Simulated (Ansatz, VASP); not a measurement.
## One calculation of Li, two programs

POSCAR

```
Li
1.0
    3.1794349269      0.0000000000      0.0000000000
   -1.5897174635      2.7534714164      0.0000000000
    0.0000000000      0.0000000000     10.3608368210
Li
4
Direct
    1.0000000000      1.0000000000      1.0000000000
    1.0000000000      1.0000000000      0.5000000000
    0.3333333333      0.6666666667      0.2500000000
    0.6666666667      0.3333333333      0.7500000000
```

File INCAR.step1:

```
PREC = Accurate
ENCUT = 830
ISMEAR = -1
SIGMA = 0.1
LREAL = F
LASPH = T
NELM = 120
NBANDS = 14
GGA = PE
ALGO = Normal
EDIFF = 1E-5
LWAVE = T
LCHARG = F
GGA_COMPAT = F
```

Contents of INCAR.step2:

```
PREC = Accurate
ENCUT = 830
EDIFF = 1E-6
ISMEAR = -1
SIGMA = 0.1
LREAL = F
LASPH = T
NELM = 120
ALGO = Normal
ISIF = 2
LWAVE = F
LCHARG = T
METAGGA = R2SCAN
LMIXTAU = T
LELF = T
LVHAR = T
NBANDS = 14
ISTART = 1
GGA_COMPAT = F
```

Contents of KPOINTS:

```
Automatic mesh
0
Gamma
  13 13 4
```

Input for Ansatz:

```yaml
crystal:
  lattice:
    - [3.1794349269, 0.0, 0.0]
    - [-1.5897174635, 2.7534714164, 0.0]
    - [0.0, 0.0, 10.360836821]
  atoms:
    - { symbol: Li, position: [1.0, 1.0, 1.0] }
    - { symbol: Li, position: [1.0, 1.0, 0.5] }
    - { symbol: Li, position: [0.3333333333, 0.6666666667, 0.25] }
    - { symbol: Li, position: [0.6666666667, 0.3333333333, 0.75] }
hamiltonian:
  xc: r2scan
  pseudopotentials:
    kind: paw
    azcp:
      Li: "pseudopotentials/Li.paw.azcp"
basis:
  ecutwfc: 500
  fft_grid_basis: typed
kpoints:
  mp_grid: { grid: [13, 13, 4], shift: [0, 0, 0] }
magnetization:
  spin_polarized: false
scf:
  occupations: { method: fermi_dirac, width: 0.1 }
  lower_state_search: "off"
output:
  stress: true
```

Alike in both runs: task single point; functional r2SCAN; k mesh 13 × 13 × 4; occupations fermi-dirac, width 0.1 eV; no spin polarisation.

|  | VASP | Ansatz |
| --- | --- | --- |
| version | VASP 6.6.1 | Ansatz 0.2.0 |
| potentials or method | VASP PAW PBE potentials, release 64 (Li_sv), cutoff 830 eV | plane waves (500 eV) with PAW, scalar-relativistic |
| valence electrons in the cell | 12 | 12 |

```csv
,VASP,Ansatz,Ansatz less VASP
pressure (GPa),-0.9,-0.9,-0.01
"traceless stress, the component that is largest in VASP (GPa)",0.12,0.06,-0.057
```

VASP's potentials were made for PBE, not for r2SCAN. The functional is the same, so the differences come from potentials, cutoffs and numerics.
